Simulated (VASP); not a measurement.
AlN, 2 atoms in the cell. It takes space group F-43m (No. 216, cubic). Conventional cell: a = 4.370 Å, b = 4.370 Å, c = 4.370 Å, α = 90.00°, β = 90.00°, γ = 90.00°. Within 2.5 Å of Al (site symmetry -43m) lie 4 N at 1.89 Å. Within 2.5 Å of N (site symmetry -43m) lie 4 Al at 1.89 Å. 

- Program: VASP 6.6.1
- Task: single point
- Functional: PBE
- Potentials or basis: VASP PAW PBE potentials, release 64 (Al, N)
- Cutoff: 520 eV
- k mesh: 6 × 6 × 6
- Occupations: gaussian, width 0.01 eV
- Spin: no spin polarisation
- Dipole correction: no
- Further INCAR settings: ALGO = Normal; EDIFF = 1e-07; NBANDS = 11

Potentials or basis: VASP PAW PBE potentials, release 64 (Al, N).

Launch:

```console
$ cat potpaw_PBE.64/Al/POTCAR potpaw_PBE.64/N/POTCAR > POTCAR
$ mpirun -np 1 vasp_std > vasp.out
```

Hardware: 1 thread of AMD EPYC 7R13 Processor (Zen 3), with other jobs on the host.

**Question.** How long does it take, and how much memory?

**Answer.** It took 3.4 s on 1 thread of AMD EPYC 7R13 Processor (Zen 3) (shared host), peak memory 0.1 GiB. Counts: scf iterations 13, k points 16.
